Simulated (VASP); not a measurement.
Write the native input for VASP 6.6.1 that does the following.

```yaml
Task: single point
Functional: PBEsol
Potentials_or_basis: VASP PAW PBE potentials, release 64 (Y_sv, Re)
Cutoff: 520 eV
k_mesh: 8 × 8 × 8
Occupations: gaussian, width 0.05 eV
Spin: no spin polarisation
Dipole_correction: no
Further_INCAR_settings: ALGO = Fast; EDIFF = 1e-07; NBANDS = 24
```

The structure of YRe3 lies in POSCAR:

```
YRe3
1.0
    4.1207910976      0.0000000000      0.0000000000
    0.0000000000      4.1207910976      0.0000000000
    0.0000000000      0.0000000000      4.1207910976
Y Re
1 3
Direct
    0.0000000000      0.0000000000      0.0000000000
    0.0000000000      0.5000000000      0.5000000000
    0.5000000000      0.5000000000      0.0000000000
    0.5000000000      0.0000000000      0.5000000000
```

This cell differs from its parent crystal: volume scaled by 1.040.

These files were run (other wordings do the same):

INCAR

```
PREC = Accurate
ENCUT = 520
EDIFF = 1E-7
ISMEAR = 0
SIGMA = 0.05
LREAL = F
LASPH = T
NELM = 80
ALGO = Fast
ISIF = 2
LWAVE = F
LCHARG = F
GGA = PS
NBANDS = 24
```

KPOINTS

```
Automatic mesh
0
Gamma
  8 8 8
```

Potentials or basis: VASP PAW PBE potentials, release 64 (Y_sv, Re).

Run with:

```bash
$ cat potpaw_PBE.64/Y_sv/POTCAR potpaw_PBE.64/Re/POTCAR > POTCAR
$ mpirun -np 1 vasp_std > vasp.out
```

Results of the run:

The pressure is -8.5 GPa and the band gap on the k mesh is zero (band 16 reaches 7.61 eV, above the bottom of band 17 at 5.59 eV).

Caveat: the PAW data sets were made with another functional, which shifts forces and pressure a little; spin-orbit coupling is left out, which moves the levels of the heavy elements.

Wall time 4.5 min on 1 thread of AMD EPYC 7R13, on a shared host, peak memory 0.2 GiB.
